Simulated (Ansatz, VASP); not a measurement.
**One calculation of Ga, two programs**

```
CELL_PARAMETERS angstrom
1.36856 -3.97248 0.00000
1.36856 3.97248 0.00000
0.00000 0.00000 3.30573
ATOMIC_POSITIONS crystal
Ga 0.86628 0.13372 0.25000
Ga 0.13372 0.86628 0.75000
```

Alike in both runs: functional PBEsol; k mesh 16 × 16 × 14; occupations fermi-dirac, width 0.15 eV; no spin polarisation.

Ansatz relaxed the structure, and its values are those at the end. VASP's run is a single point on that final structure, the one shown.

|  | VASP | Ansatz |
| --- | --- | --- |
| version | VASP 6.6.1 | Ansatz 0.2.0 |
| potentials or method | VASP PAW PBE potentials, release 64 (Ga_d), cutoff 520 eV | scalar-relativistic, plane waves, PAW |
| valence electrons in the cell | 26 | 26 |

|  | VASP | Ansatz | Ansatz less VASP |
| --- | --- | --- | --- |
| gap on the k mesh at the Fermi level (eV) | none | none | - |
| pressure (GPa) | 0.1 | 0.0 | -0.10 |

VASP's potentials were made for PBE, not for PBEsol. A gap of «none» marks a metal or a gap that the smearing closes. The functional is the same, so the differences come from potentials, cutoffs and numerics.
